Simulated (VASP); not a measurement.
# MgI2: single point with PBE

The system is MgI2.

```
CELL_PARAMETERS angstrom
4.16742 0.00000 0.00000
-2.08371 3.60909 0.00000
0.00000 0.00000 6.92556
ATOMIC_POSITIONS crystal
I 0.66667 0.33333 0.75000
I 0.33333 0.66667 0.25000
Mg 0.00000 0.00000 0.00000
```

```json
{"Program": "VASP 6.6.1", "Task": "single point", "Functional": "PBE", "Potentials or basis": "VASP PAW PBE potentials, release 64 (I, Mg)", "Cutoff": "520 eV", "k mesh": "8 × 8 × 4", "Occupations": "fermi-dirac, width 0.05 eV", "Spin": "no spin polarisation"}
```

```
Pressure               : 0.0 GPa
Largest force          : 0.336 eV/Å
Band gap on the k mesh : 3.45 eV (least direct gap 3.54 eV)
```

Forces in eV/Å, atoms in the order of the input:
```
I    0.000  0.000  0.336
I    0.000  0.000 -0.336
Mg   0.000  0.000  0.000
```

Stress tensor (GPa, compression positive):
```
 0.17  0.00  0.00
 0.00  0.17  0.00
 0.00  0.00 -0.36
```

Levels at points of the mesh, in eV from the valence-band top:
| k point | band 6 | band 7 | band 8 | band 9 | band 10 | band 11 |
| --- | --- | --- | --- | --- | --- | --- |
| (0.00, 0.00, 0.00) | -0.02 | 0.00 | 0.00 | 3.54 | 4.85 | 6.77 |
| (0.50, 0.00, 0.00) | -1.25 | -0.92 | -0.39 | 3.63 | 5.28 | 5.42 |
| (0.00, 0.00, 0.50) | -0.23 | -0.12 | -0.12 | 4.60 | 4.90 | 6.58 |
| (0.50, 0.00, 0.50) | -1.04 | -0.80 | -0.66 | 3.45 | 5.11 | 5.69 |

It took 41 s on 1 thread of AMD EPYC 7R43 64-Core Processor (Zen 3) (shared host), peak memory 0.21 GiB.

Caveat: spin-orbit coupling is left out, which moves the levels of the heavy elements; this functional lacks dispersion, which binds the layers, so the pressure and a relaxed spacing across them are unreliable. A k mesh can miss the band edges.
